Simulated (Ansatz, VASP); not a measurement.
**PbS in VASP and in Ansatz**

File POSCAR:

```
PbS
1.0
    0.0000000000      2.9873891311      2.9873891311
    2.9873891311      0.0000000000      2.9873891311
    2.9873891311      2.9873891311      0.0000000000
Pb S
1 1
Direct
    0.0000000000      0.0000000000      0.0000000000
    0.5000000000      0.5000000000      0.5000000000
```

The input INCAR.step1:

```
SYSTEM = PbS
PREC = Accurate
ENCUT = 520
ISMEAR = 0
SIGMA = 0.01
LREAL = .False.
LASPH = .True.
NELM = 60
NBANDS = 17
GGA = PE
ALGO = Normal
EDIFF = 1E-4
LWAVE = .True.
LCHARG = .False.
```

INCAR.step2

```
SYSTEM = PbS
PREC = Accurate
ENCUT = 520
EDIFF = 1E-6
ISMEAR = 0
SIGMA = 0.01
LREAL = .False.
LASPH = .True.
NELM = 60
ALGO = Normal
ISIF = 2
LWAVE = .False.
LCHARG = .False.
METAGGA = R2SCAN
LMIXTAU = .True.
NBANDS = 17
ISTART = 1
```

The input KPOINTS:

```
regular mesh
0
Gamma
  8 8 8
  0 0 0
```

Input for Ansatz:

```yaml
crystal:
  lattice:
    - [0.0, 2.9873891311, 2.9873891311]
    - [2.9873891311, 0.0, 2.9873891311]
    - [2.9873891311, 2.9873891311, 0.0]
  atoms:
    - { symbol: Pb, position: [0.0, 0.0, 0.0] }
    - { symbol: S, position: [0.5, 0.5, 0.5] }
basis:
  ecutwfc: 500
kpoints:
  mp_grid: { grid: [8, 8, 8] }
  band_path:
    path:
      - [0.0, 0.0, 0.0]
      - [0.0, 0.0, 0.0]
      - [0.3, 0.3, 0.0]
      - [0.5, 0.5, 0.5]
      - [0.5, 0.5, 0.5]
      - [0.005705493, 0.005705493, 0.0]
      - [-0.005705493, -0.005705493, 0.0]
      - [0.0065881358, 0.0065881358, 0.0065881358]
      - [-0.0065881358, -0.0065881358, -0.0065881358]
      - [0.005705493, 0.005705493, 0.0]
      - [-0.005705493, -0.005705493, 0.0]
      - [0.305705493, 0.305705493, 0.0]
      - [0.294294507, 0.294294507, 0.0]
      - [0.3, 0.305705493, 0.005705493]
      - [0.3, 0.294294507, -0.005705493]
      - [0.5065881358, 0.5065881358, 0.5065881358]
      - [0.4934118642, 0.4934118642, 0.4934118642]
      - [0.4959656072, 0.5040343928, 0.5]
      - [0.5040343928, 0.4959656072, 0.5]
      - [0.5065881358, 0.5065881358, 0.5065881358]
      - [0.4934118642, 0.4934118642, 0.4934118642]
      - [0.4959656072, 0.5040343928, 0.5]
      - [0.5040343928, 0.4959656072, 0.5]
    npoints: 1
hamiltonian:
  xc: r2scan
  pseudopotentials: { kind: paw, azcp: { folder: soft_1 } }
scf:
  occupations: { method: fixed }
  n_extra_bands: 5
output:
  forces: true
  stress: true
  eigenvalues: true
```

Alike in both runs: task single point; functional r2SCAN; k mesh 8 × 8 × 8; no spin polarisation.

|  | VASP | Ansatz |
| --- | --- | --- |
| version | VASP 6.6.1 | Ansatz 0.2.0 |
| potentials or method | VASP PAW PBE potentials, release 64 (Pb_d, S), cutoff 520 eV | scalar-relativistic, plane waves, PAW |
| occupations | gaussian, width 0.01 eV | fixed |
| valence electrons in the cell | 20 | 20 |

```csv
,VASP,Ansatz,Ansatz less VASP
gap on the k mesh at the Fermi level (eV),0.70,0.70,-0.001
least direct gap on the mesh (eV),0.70,0.70,-0.001
pressure (GPa),0.0,0.0,+0.04
```

VASP's potentials were made for PBE, not for r2SCAN.

Neither program's run includes spin-orbit coupling.
